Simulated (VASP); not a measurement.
NaTlS2:

```xyz
4
Lattice="4.1045 0.0000 0.0000 0.0000 4.1045 0.0000 0.0000 0.0000 6.6389" Properties=species:S:1:pos:R:3 pbc="T T T"
Na    0.0000    0.0000    0.0000
S     0.0000    2.0522    1.7983
S     2.0522    0.0000    4.8407
Tl    2.0522    2.0522    3.3195
```

Program: VASP 6.6.1. Alike in all runs: task single point; no spin polarisation; cell as given; k mesh 6 × 6 × 4; cutoff (eV) 520.

Q: Order these runs on this cell by their band gap on the k mesh, lowest first.
A. level PBE; potentials or basis VASP PAW PBE potentials, release 64 (Na_pv, S, Tl_d); smearing fermi-dirac 0.02 eV
B. level LDA; potentials or basis VASP PAW LDA potentials, release 64 (Na_pv, S, Tl_d); smearing gaussian 0.01 eV
C. level r2SCAN; potentials or basis VASP PAW PBE potentials, release 64 (Na_pv, S, Tl_d); smearing gaussian 0.01 eV

A: B (0.62 eV), A (0.81 eV), C (1.10 eV).

Caveats: spin-orbit coupling is left out, which moves the levels of the heavy elements.
